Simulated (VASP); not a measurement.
# InP (I-4m2) in VASP: notebook

InP is run at these levels: PBEsol; tasks: single point.

Everything below comes from runs of VASP 6.6.1. Logs are shortened: lines on timing, memory, paths and dates and some standing lists are left out, and cuts for length are marked.

### 1 The cell of the first run

It takes space group I-4m2 (No. 119, tetragonal). The conventional cell has a = 3.523 Å, b = 3.523 Å, c = 5.861 Å, α = 90.00°, β = 90.00°, γ = 90.00°. In (site symmetry -4m2) has 4 P at 2.29 Å within 3.0 Å. P (site symmetry -4m2) has 4 In at 2.29 Å within 3.0 Å.

### 2 Single point, PBEsol (strain -0.1500 x Voigt [1, 1, 0, 0, 0, 0])

The input, INCAR:

```
SYSTEM = InP
PREC = Accurate ; ENCUT = 520
EDIFF = 1E-6 ; ISMEAR = 0
SIGMA = 0.05 ; LREAL = .FALSE.
LASPH = .TRUE. ; NELM = 60
ALGO = Normal ; ISIF = 2
LWAVE = .FALSE. ; LCHARG = .TRUE.
GGA = PS ; LELF = .TRUE.
LVHAR = .TRUE. ; NBANDS = 16
```

The input, KPOINTS:

```
Automatic mesh
0
G
  8 8 8
  0 0 0
```

The input, POSCAR:

```
InP
1.0
    0.0000000000      2.4909250000      2.9305000000
    2.4909250000      0.0000000000      2.9305000000
    2.4909250000      2.4909250000      0.0000000000
In P
1 1
Direct
    0.0000000000      0.0000000000      0.0000000000
    0.7500000000      0.7500000000      0.7500000000
```

Potentials or basis: VASP PAW PBE potentials, release 64 (In_d, P).

Command:

```bash
$ cat potpaw_PBE.64/In_d/POTCAR potpaw_PBE.64/P/POTCAR > POTCAR
$ mpirun -np 1 vasp_std > vasp.out
```

OUTCAR:

```text
SYSTEM = InP
   PREC = Accurate
   ENCUT = 520
   EDIFF = 1E-6
   ISMEAR = 0
   LREAL = .FALSE.
   LASPH = .TRUE.
   NELM = 60
   ISIF = 2
   GGA = PS

 ion  position               nearest neighbor table
   1  0.000  0.000  0.000-   2 2.29   2 2.29   2 2.29   2 2.29
   2  0.750  0.750  0.750-   1 2.29   1 2.29   1 2.29   1 2.29

  LATTYP: Found a body centered tetragonal cell.
 ALAT       =     3.5226999179
 C/A-ratio  =     1.6637806616

  Lattice vectors:

 A1 = (  -2.4909250000,   0.0000000000,   2.9305000000)
 A2 = (   2.4909250000,   0.0000000000,   2.9305000000)
 A3 = (   0.0000000000,   2.4909250000,  -2.9305000000)

Analysis of symmetry for initial positions (statically):
=====================================================================
 Subroutine PRICEL returns:
 Original cell was already a primitive cell.

 Routine SETGRP: Setting up the symmetry group for a
 body centered tetragonal supercell.

 Subroutine GETGRP returns: Found  8 space group operations
 (whereof  8 operations were pure point group operations)
 out of a pool of 16 trial point group operations.

The static configuration has the point symmetry D_2d.

Analysis of symmetry for dynamics (positions and initial velocities):
=====================================================================
 Subroutine PRICEL returns:
 Original cell was already a primitive cell.

 Routine SETGRP: Setting up the symmetry group for a
 body centered tetragonal supercell.

 Subroutine GETGRP returns: Found  8 space group operations
 (whereof  8 operations were pure point group operations)
 out of a pool of 16 trial point group operations.

The dynamic configuration has the point symmetry D_2d.

 Subroutine INISYM returns: Found  8 space group operations
 (whereof  8 operations are pure point group operations),
 and found     1 'primitive' translations

----------------------------------------------------------------------------------------

                                     Primitive cell

  volume of cell :      36.3658

  direct lattice vectors                    reciprocal lattice vectors
     0.000000000  2.490925000  2.930500000    -0.200728645  0.200728645  0.170619348
     2.490925000  0.000000000  2.930500000     0.200728645 -0.200728645  0.170619348
     2.490925000  2.490925000  0.000000000     0.200728645  0.200728645 -0.170619348

  length of vectors
     3.846106812  3.846106812  3.522699918     0.331202264  0.331202264  0.331202264

  position of ions in fractional coordinates (direct lattice)
     0.000000000  0.000000000  0.000000000
     0.750000000  0.750000000  0.750000000

  ion indices of the primitive-cell ions
   primitive index   ion index
                 1           1
                 2           2

----------------------------------------------------------------------------------------

 KPOINTS: Automatic mesh

Automatic generation of k-mesh.
 Grid dimensions read from file:
 generate k-points for:    8    8    8

 Generating k-lattice:

  Cartesian coordinates                     Fractional coordinates (reciprocal lattice)
    -0.025091081  0.025091081  0.021327419     0.125000000 -0.000000000  0.000000000
     0.025091081 -0.025091081  0.021327419    -0.000000000  0.125000000  0.000000000
     0.025091081  0.025091081 -0.021327419     0.000000000  0.000000000  0.125000000

  Length of vectors
     0.041400283  0.041400283  0.041400283

  Shift w.r.t. Gamma in fractional coordinates (k-lattice)
     0.000000000  0.000000000  0.000000000

 Subroutine IBZKPT returns following result:
 ===========================================

 Found     59 irreducible k-points:

 Following reciprocal coordinates:
            Coordinates               Weight
  0.000000  0.000000  0.000000      1.000000
  0.125000 -0.000000  0.000000      8.000000
  0.250000 -0.000000  0.000000      8.000000
  0.375000  0.000000  0.000000      8.000000
  0.500000 -0.000000  0.000000      4.000000
  0.125000  0.125000  0.000000      2.000000
[... 16 lines left out ...]
  0.250000 -0.000000  0.125000     16.000000
  0.375000  0.000000  0.125000     16.000000
 [... further k-points ...]
   k-points           NKPTS =     59   k-points in BZ     NKDIM =     59   number of bands    NBANDS=     16
   number of dos      NEDOS =    301   number of ions     NIONS =      2
   total plane-waves  NPLWV =  25200
   dimension x,y,z NGX =    30 NGY =   30 NGZ =   28
   dimension x,y,z NGXF=    60 NGYF=   60 NGZF=   56
   ions per type =               1   1
   NGX,Y,Z   is equivalent  to a cutoff of  12.97, 12.97, 13.21 a.u.
   NGXF,Y,Z  is equivalent  to a cutoff of  25.93, 25.93, 26.43 a.u.
 SYSTEM =  InP
   PREC   = accura    normal or accurate (medium, high low for compatibility)
   ISTART =      0    job   : 0-new  1-cont  2-samecut
   ICHARG =      2    charge: 1-file 2-atom 10-const
   ISPIN  =      1    spin polarized calculation?
   LNONCOLLINEAR =      F non collinear calculations
   LSORBIT =      F    spin-orbit coupling
   LASPH  =      T    aspherical Exc in radial PAW
   ENCUT  =  520.0 eV  38.22 Ry    6.18 a.u.   7.15  7.15  6.55*2*pi/ulx,y,z
   NELM   =     60;   NELMIN=  2; NELMDL= -5     # of ELM steps
   EDIFF  = 0.1E-05   stopping-criterion for ELM
   LREAL  =      F    real-space projection
   EDIFFG = 0.1E-04   stopping-criterion for IOM
   NSW    =      0    number of steps for IOM
   IBRION =     -1    ionic relax: 0-MD 1-quasi-New 2-CG
   NFREE  =      0    steps in history (QN), initial steepest desc. (CG)
   ISIF   =      2    stress and relaxation
   ISYM   =      2    0-nonsym 1-usesym 2-fastsym
   POTIM  = 0.5000    time-step for ionic-motion
   TEBEG  =    0.0;   TEEND  =   0.0 temperature during run
   PSTRESS=    0.0 pullay stress
   NELECT =      18.0000    total number of electrons
   NUPDOWN=      -1.0000    fix difference up-down
   EMIN   =  10.00;   EMAX   =-10.00  energy-range for DOS
   EFERMI =   0.00;   METHOD = LEGACY
   ISMEAR =     0;   SIGMA  =   0.05  broadening in eV -4-tet -1-fermi 0-gaus
   EFERMI_NEDOS =   21; number of points for ismear=-14 and -15
   IALGO  =     38    algorithm
   IMIX   =      4    mixing-type and parameters
     AMIX     =   0.40;   BMIX     =  1.00
     AMIX_MAG =   1.60;   BMIX_MAG =  1.00
  volume/ion in A,a.u.               =      18.18       122.70
  Fermi-wavevector in a.u.,A,eV,Ry     =   1.294995  2.447185 22.817124  1.677011
  Thomas-Fermi vector in A             =   2.426542
   LORBIT       =      0    0 simple, 1 ext, 2 COOP (PROOUT), +10 PAW based schemes
   GGA     = PS    functional components
   LHFCALC =     F    Hartree Fock is set to
   AEXX    =    0.0000 exact exchange contribution
   IVDW    =     0    specifies the selected vdW correction
   LEPSILON=     F    determine dielectric tensor
   LRPA    =     F    only Hartree local field effects (RPA)
 non-spin polarized calculation
 Gauss-broadening in eV      SIGMA  =   0.05
  energy-cutoff  :      520.00
  volume of cell :       36.37
 maximum number of plane-waves:       996
 NGX is ok and might be reduce to    30
   NGX = 15   NGY = 15   NGZ = 13

 number of electron      18.0000001 magnetization

 Free energy of the ion-electron system (eV)
  ---------------------------------------------------
  ext. energy  EPLUGINS =         0.00000000
  ---------------------------------------------------
  free energy    TOTEN  =        -7.55220993 eV

  energy without entropy =       -7.55218722  energy(sigma->0) =       -7.55219858

 E-fermi :   9.8852     XC(G=0): -11.0140

 val. band max:        9.8098129149   @ k =   0.0000   0.0000   0.0000
 cond. band min:       9.9605673480   @ k =   0.5000   0.0000   0.5000
 fundamental gap:      0.1507544331
 Fermi energy:         9.8851901150

 k-point     1 :       0.0000    0.0000    0.0000
  band No.  band energies     occupation
      1      -6.0286      2.00000
      2      -5.9044      2.00000
      3      -5.9044      2.00000
      4      -5.6832      2.00000
      5      -5.5285      2.00000
      6      -4.8183      2.00000
[... 8 lines left out ...]
     15      18.8588      0.00000
     16      19.6198      0.00000

 k-point     2 :       0.1250   -0.0000    0.0000
  band No.  band energies     occupation
      1      -6.0535      2.00000
      2      -5.9460      2.00000
      3      -5.8867      2.00000
      4      -5.6530      2.00000
      5      -5.5371      2.00000
      6      -4.5216      2.00000
[... 8 lines left out ...]
     15      19.6190      0.00000
     16      19.6918      0.00000

 k-point     3 :       0.2500   -0.0000    0.0000
  band No.  band energies     occupation
      1      -6.1732      2.00000
      2      -5.9266      2.00000
      3      -5.8471      2.00000
      4      -5.6006      2.00000
      5      -5.5542      2.00000
      6      -3.7128      2.00000
[... 8 lines left out ...]
     15      18.6729      0.00000
     16      19.8217      0.00000

 k-point     4 :       0.3750    0.0000    0.0000
  band No.  band energies     occupation
      1      -6.2786      2.00000
      2      -5.9034      2.00000
      3      -5.8144      2.00000
      4      -5.5634      2.00000
      5      -5.5385      2.00000
      6      -2.5509      2.00000
[... 8 lines left out ...]
     15      19.2662      0.00000
     16      20.5909      0.00000
[... 324 lines left out ...]
 k-point    22 :       0.1250    0.0000    0.1250
  band No.  band energies     occupation
      1      -6.0403      2.00000
      2      -5.9751      2.00000
      3      -5.8780      2.00000
      4      -5.6532      2.00000
      5      -5.5489      2.00000
      6      -4.3830      2.00000
[... 8 lines left out ...]
     15      18.3107      0.00000
     16      20.0733      0.00000

 k-point    23 :       0.2500   -0.0000    0.1250
  band No.  band energies     occupation
      1      -6.1607      2.00000
      2      -5.9163      2.00000
      3      -5.8430      2.00000
      4      -5.6313      2.00000
      5      -5.5590      2.00000
      6      -3.7272      2.00000
[... 8 lines left out ...]
     15      18.1313      0.00000
     16      21.0745      0.00000

 k-point    24 :       0.3750    0.0000    0.1250
  band No.  band energies     occupation
      1      -6.2643      2.00000
      2      -5.8794      2.00000
      3      -5.8080      2.00000
      4      -5.6140      2.00000
      5      -5.5358      2.00000
      6      -2.6631      2.00000
[... 8 lines left out ...]
     15      19.4643      0.00000
     16      21.3280      0.00000

 [... further k-points ...]
[... 5 lines left out ...]
  --------------------------------------------------------------------------------------
  -------------------------------------------------------------------------------------
  Total       10.4854474     10.4854474      9.4635122      0.0000000      0.0000000      0.0000000
  in kB      461.9601592    461.9601592    416.9364865      0.0000000      0.0000000      0.0000000
  external PRESSURE =     446.9522683 kB  Pullay stress =       0.0000000 kB

 VOLUME and BASIS-vectors are now :
 -----------------------------------------------------------------------------
  energy-cutoff  :      520.00
  volume of cell :       36.37
      direct lattice vectors                 reciprocal lattice vectors
     0.000000000  2.490925000  2.930500000    -0.200728645  0.200728645  0.170619348
     2.490925000  0.000000000  2.930500000     0.200728645 -0.200728645  0.170619348
     2.490925000  2.490925000  0.000000000     0.200728645  0.200728645 -0.170619348

 POSITION                                       TOTAL-FORCE (eV/Angst)
 -----------------------------------------------------------------------------------
      0.00000      0.00000      0.00000         0.000000      0.000000      0.000000
      3.73639      3.73639      4.39575        -0.000000     -0.000000     -0.000000
 -----------------------------------------------------------------------------------
    total drift:                               -0.000002     -0.000002     -0.000005

  FREE ENERGIE OF THE ION-ELECTRON SYSTEM (eV)
  ---------------------------------------------------
  free  energy   TOTEN  =        -7.5522099316 eV

  energy  without entropy=       -7.5521872242  energy(sigma->0) =       -7.55219858
```

Wall time 36 s (1 thread of Intel Xeon 6975P-C (Granite Rapids), shared host); peak memory 0.18 GiB.

What came out:

```
Free energy            : -7.5522 eV
Pressure               : 44.7 GPa
Band gap on the k mesh : 0.15 eV, indirect (least direct gap 1.72 eV)
```

Levels at points of the mesh, in eV from the valence-band top:
```tsv
k point	band 6	band 7	band 8	band 9	band 10	band 11	band 12	band 13
(0.00, 0.00, 0.00)	-14.63	-1.30	0.00	0.00	1.72	3.55	3.55	3.58
(0.50, 0.00, 0.00)	-11.54	-8.35	-2.76	-1.12	0.90	4.28	5.07	7.16
(0.50, 0.50, 0.00)	-11.27	-8.87	-3.18	-3.18	1.60	2.55	9.37	11.19
(0.50, 0.00, 0.50)	-10.18	-7.36	-4.50	-4.30	0.15	0.92	9.20	9.24
```

Caveat: the cell differs from its parent crystal (strain -0.1500 x Voigt [1, 1, 0, 0, 0, 0]); the PAW data sets were made with another functional, which shifts forces and pressure a little; spin-orbit coupling is left out, which moves the levels of the heavy elements.

### 3 Single point, PBEsol (strain -0.1125 x Voigt [1, 1, 0, 0, 0, 0])

The input, INCAR:

```
SYSTEM = InP
PREC = Accurate
ENCUT = 520
EDIFF = 1E-6
ISMEAR = 0
SIGMA = 0.05
LREAL = .False.
LASPH = .True.
NELM = 100
ALGO = Normal
ISIF = 2
LWAVE = .False.
LCHARG = .True.
GGA = PS
LELF = .True.
LVHAR = .True.
NBANDS = 16
```

The input, KPOINTS:

```
Automatic mesh
0
Gamma
  8 8 8
  0 0 0
```

The input, POSCAR:

```
InP
1.0
    0.0000000000      2.6008187500      2.9305000000
    2.6008187500      0.0000000000      2.9305000000
    2.6008187500      2.6008187500      0.0000000000
In P
1 1
Direct
    0.0000000000      0.0000000000      0.0000000000
    0.7500000000      0.7500000000      0.7500000000
```

Potentials or basis: VASP PAW PBE potentials, release 64 (In_d, P).

Command:

```bash
$ cat potpaw_PBE.64/In_d/POTCAR potpaw_PBE.64/P/POTCAR > POTCAR
$ mpirun -np 1 vasp_std > vasp.out
```

Wall time 38 s (1 thread of Intel Xeon 6975P-C (Granite Rapids), shared host); peak memory 0.18 GiB.

Results (log left out):

```yaml
Free_energy: -8.3172 eV
Pressure: 27.9 GPa
Band_gap_on_the_k_mesh: 0.61 eV, indirect (least direct gap 1.51 eV)
```

Stress tensor (GPa, compression positive):
```
29.29  0.00  0.00
 0.00 29.29  0.00
 0.00  0.00 25.08
```

Levels at points of the mesh, in eV from the valence-band top:
| k point | band 5 | band 6 | band 7 | band 8 | band 9 | band 10 | band 11 | band 12 | band 13 | band 14 |
| --- | --- | --- | --- | --- | --- | --- | --- | --- | --- | --- |
| (0.00, 0.00, 0.00) | -14.86 | -13.71 | -0.83 | 0.00 | 0.00 | 1.51 | 3.69 | 3.69 | 3.77 | 7.94 |
| (0.50, 0.00, 0.00) | -14.83 | -11.01 | -7.56 | -2.19 | -1.10 | 1.28 | 4.30 | 4.98 | 7.10 | 10.02 |
| (0.50, 0.50, 0.00) | -14.82 | -10.55 | -7.92 | -2.95 | -2.95 | 1.56 | 2.51 | 9.40 | 10.98 | 10.98 |
| (0.50, 0.00, 0.50) | -14.80 | -9.86 | -6.92 | -3.84 | -3.73 | 0.61 | 1.33 | 9.71 | 9.80 | 9.82 |

Caveat: the cell differs from its parent crystal (strain -0.1125 x Voigt [1, 1, 0, 0, 0, 0]); the PAW data sets were made with another functional, which shifts forces and pressure a little; spin-orbit coupling is left out, which moves the levels of the heavy elements. A k mesh can miss the band edges.

### 4 Single point, PBEsol (strain -0.0750 x Voigt [1, 1, 0, 0, 0, 0])

The input, INCAR:

```
PREC = Accurate
ENCUT = 520
EDIFF = 1E-7
ISMEAR = 0
SIGMA = 0.05
LREAL = False
LASPH = True
NELM = 60
ALGO = Normal
ISIF = 2
LWAVE = False
LCHARG = False
GGA = PS
NBANDS = 16
```

The input, KPOINTS:

```
regular mesh
0
Gamma
  8 8 8
```

The input, POSCAR:

```
InP
1.0
    0.0000000000      2.7107125000      2.9305000000
    2.7107125000      0.0000000000      2.9305000000
    2.7107125000      2.7107125000      0.0000000000
In P
1 1
Direct
    0.0000000000      0.0000000000      0.0000000000
    0.7500000000      0.7500000000      0.7500000000
```

Potentials or basis: VASP PAW PBE potentials, release 64 (In_d, P).

Command:

```bash
$ cat potpaw_PBE.64/In_d/POTCAR potpaw_PBE.64/P/POTCAR > POTCAR
$ mpirun -np 1 vasp_std > vasp.out
```

OUTCAR:

```text
PREC = Accurate
   ENCUT = 520
   EDIFF = 1E-7
   ISMEAR = 0
   LREAL = False
   LASPH = True
   NELM = 60
   ISIF = 2
   GGA = PS

 ion  position               nearest neighbor table
   1  0.000  0.000  0.000-   2 2.41   2 2.41   2 2.41   2 2.41
   2  0.750  0.750  0.750-   1 2.41   1 2.41   1 2.41   1 2.41

  LATTYP: Found a body centered tetragonal cell.
 ALAT       =     3.8335263812
 C/A-ratio  =     1.5288795269

  Lattice vectors:

 A1 = (  -2.7107125000,   0.0000000000,   2.9305000000)
 A2 = (   2.7107125000,   0.0000000000,   2.9305000000)
[... 626 lines left out ...]
      4      -7.3981      2.00000
      5      -7.3458      2.00000
      6      -4.0968      2.00000
[... 8 lines left out ...]
     15      17.0043      0.00000
     16      17.8013      0.00000

 [... further k-points ...]
[... 5 lines left out ...]
  --------------------------------------------------------------------------------------
  -------------------------------------------------------------------------------------
  Total        4.4882761      4.4882761      3.6574881      0.0000000      0.0000000      0.0000000
  in kB      166.9750232    166.9750232    136.0676446      0.0000000      0.0000000      0.0000000
  external PRESSURE =     156.6725637 kB  Pullay stress =       0.0000000 kB

 VOLUME and BASIS-vectors are now :
 -----------------------------------------------------------------------------
  energy-cutoff  :      520.00
  volume of cell :       43.07
      direct lattice vectors                 reciprocal lattice vectors
     0.000000000  2.710712500  2.930500000    -0.184453349  0.184453349  0.170619348
     2.710712500  0.000000000  2.930500000     0.184453349 -0.184453349  0.170619348
     2.710712500  2.710712500  0.000000000     0.184453349  0.184453349 -0.170619348

 POSITION                                       TOTAL-FORCE (eV/Angst)
 -----------------------------------------------------------------------------------
      0.00000      0.00000      0.00000         0.000000      0.000000      0.000000
      4.06607      4.06607      4.39575        -0.000000     -0.000000     -0.000000
 -----------------------------------------------------------------------------------
    total drift:                               -0.000000     -0.000000     -0.000000

  FREE ENERGIE OF THE ION-ELECTRON SYSTEM (eV)
  ---------------------------------------------------
  free  energy   TOTEN  =        -8.8023392189 eV

  energy  without entropy=       -8.8023392189  energy(sigma->0) =       -8.80233922
```

OSZICAR:

```text
N       E                     dE             d eps       ncg     rms          rms(c)
DAV:   1     0.113404156527E+03    0.11340E+03   -0.85012E+03  1896   0.132E+03
DAV:   2    -0.207950268262E+01   -0.11548E+03   -0.11076E+03  2160   0.309E+02
DAV:   3    -0.911633740694E+01   -0.70368E+01   -0.70097E+01  2352   0.745E+01
DAV:   4    -0.929525800138E+01   -0.17892E+00   -0.17884E+00  2448   0.124E+01
DAV:   5    -0.930433442877E+01   -0.90764E-02   -0.90762E-02  2768   0.247E+00    0.713E+00
DAV:   6    -0.886058830187E+01    0.44375E+00   -0.61368E-01  3000   0.161E+01    0.413E+00
DAV:   7    -0.880554069250E+01    0.55048E-01   -0.19832E-01  2744   0.470E+00    0.127E+00
DAV:   8    -0.880223525997E+01    0.33054E-02   -0.22638E-02  2392   0.186E+00    0.564E-01
DAV:   9    -0.880227419950E+01   -0.38940E-04   -0.14569E-03  2608   0.363E-01    0.246E-01
DAV:  10    -0.880232261575E+01   -0.48416E-04   -0.27405E-04  2792   0.319E-01    0.130E-01
DAV:  11    -0.880234140955E+01   -0.18794E-04   -0.88372E-05  2664   0.140E-01    0.668E-02
DAV:  12    -0.880233916901E+01    0.22405E-05   -0.10265E-05  2176   0.242E-02    0.138E-02
DAV:  13    -0.880233929191E+01   -0.12290E-06   -0.14318E-06  2520   0.678E-03    0.900E-03
DAV:  14    -0.880233921889E+01    0.73022E-07   -0.43705E-08  1832   0.274E-03
   1 F= -.88023392E+01 E0= -.88023392E+01  d E =-.312661E-11
```

Wall time 43 s (1 thread of Intel Xeon 6975P-C (Granite Rapids), shared host); peak memory 0.19 GiB.

What came out:

```
Free energy            : -8.8023 eV
Pressure               : 15.7 GPa
Band gap on the k mesh : 1.01 eV, indirect (least direct gap 1.25 eV)
```

Caveat: the cell differs from its parent crystal (strain -0.0750 x Voigt [1, 1, 0, 0, 0, 0]); the PAW data sets were made with another functional, which shifts forces and pressure a little; spin-orbit coupling is left out, which moves the levels of the heavy elements. A k mesh can miss the band edges.

(Continued in part 2 of 2.)
